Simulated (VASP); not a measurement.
Here is a VASP 6.6.1 calculation.

The input INCAR:

```
SYSTEM = TaN
PREC = Accurate ; ENCUT = 520
EDIFF = 1E-8 ; ISMEAR = -1
SIGMA = 0.03 ; LREAL = .FALSE.
LASPH = .TRUE. ; NELM = 60
ALGO = Normal ; ISIF = 2
LWAVE = .FALSE. ; LCHARG = .FALSE.
GGA = PE ; LEFG = .TRUE.
NBANDS = 33
```

File KPOINTS:

```
regular mesh
0
G
  5 5 8
  0 0 0
```

The input POSCAR:

```
TaN
1.0
    5.2532307548      0.0000000000      0.0000000000
   -2.6266153774      4.5494312856      0.0000000000
    0.0000000000      0.0000000000      2.9462675463
Ta N
3 3
Direct
    0.0000000000      0.0000000000      0.0000000000
    0.3333333333      0.6666666667      0.5000000000
    0.6666666667      0.3333333333      0.5000000000
    0.5000000000      0.0000000000      0.0000000000
    0.5000000000      0.5000000000      0.0000000000
    0.0000000000      0.5000000000      0.0000000000
```

Potentials or basis: VASP PAW PBE potentials, release 64 (Ta_pv, N).

Launch:

```console
$ cat potpaw_PBE.64/Ta_pv/POTCAR potpaw_PBE.64/N/POTCAR > POTCAR
$ mpirun -np 1 vasp_std > vasp.out
```

**Question.** What does it give for the band gap on the k mesh?

**Answer.** Zero (bands 24 and 25 overlap by 2.00 eV).

**Question.** What does it give for the pressure?

**Answer.** -1.4 GPa.

Electric field gradients, principal values (V/Å²):
| atom | least | middle | greatest (by size) |
| --- | --- | --- | --- |
| 1 Ta | 169.379 | 169.380 | -338.759 |
| 2 Ta | 171.464 | 171.465 | -342.928 |
| 3 Ta | 171.464 | 171.465 | -342.928 |
| 4 N | -3.655 | -27.436 | 31.092 |
| 5 N | -3.656 | -27.435 | 31.091 |
| 6 N | -3.655 | -27.436 | 31.092 |

Caveat: without QUAD_EFG the Cq values of the log hold for a quadrupole moment of 1 mb, not for the nuclei; spin-orbit coupling is left out, which moves the levels of the heavy elements.
